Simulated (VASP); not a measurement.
Here is a VASP 6.6.1 calculation.

The input INCAR:

```
SYSTEM = Tl
ALGO = Normal ; EDIFF = 1E-7
EDIFFG = -0.02 ; ENCUT = 600
GGA = PS ; IBRION = 2
ISIF = 3 ; ISMEAR = -1
LASPH = .True. ; LCHARG = .False.
LREAL = .False. ; LWAVE = .False.
NELM = 80 ; NSW = 80
PREC = Accurate ; PSTRESS = 100.0
SIGMA = 0.05
```

KPOINTS

```
k-points
0
Gamma
  7 7 7
  0 0 0
```

File POSCAR:

```
Tl
1.0
    0.0000000000      3.3350000000      3.3350000000
    3.3350000000      0.0000000000      3.3350000000
    3.3350000000      3.3350000000      0.0000000000
Tl
2
Direct
    0.0000000000      0.0000000000      0.0000000000
    0.2500000000      0.2500000000      0.2500000000
```

Potentials or basis: VASP PAW PBE potentials, release 64 (Tl_d).

Run with:

```console
$ cat potpaw_PBE.64/Tl_d/POTCAR > POTCAR
$ mpirun -np 1 vasp_std > vasp.out
```

What does it give for the band gap on the k mesh?

Zero (bands 13 and 14 overlap by 4.12 eV).

Estimate the relaxed volume.

31.64 Å³/atom.

The path:
| step | energy change (eV) | largest force (eV/Å) | pressure (GPa) | volume (Å³) |
| --- | --- | --- | --- | --- |
| 1 | 0.0000 | 0.0000 | 2.41 | 74.19 |
| 2 | 0.9310 | 0.0000 | 17.94 | 56.88 |
| 3 | 0.3818 | 0.0000 | 9.97 | 63.29 |

Caveat: the cell is relaxed towards a set pressure, so the run minimises the enthalpy, not the energy; the PAW data sets were made with another functional, which shifts forces and pressure a little; spin-orbit coupling is left out, which moves the levels of the heavy elements.
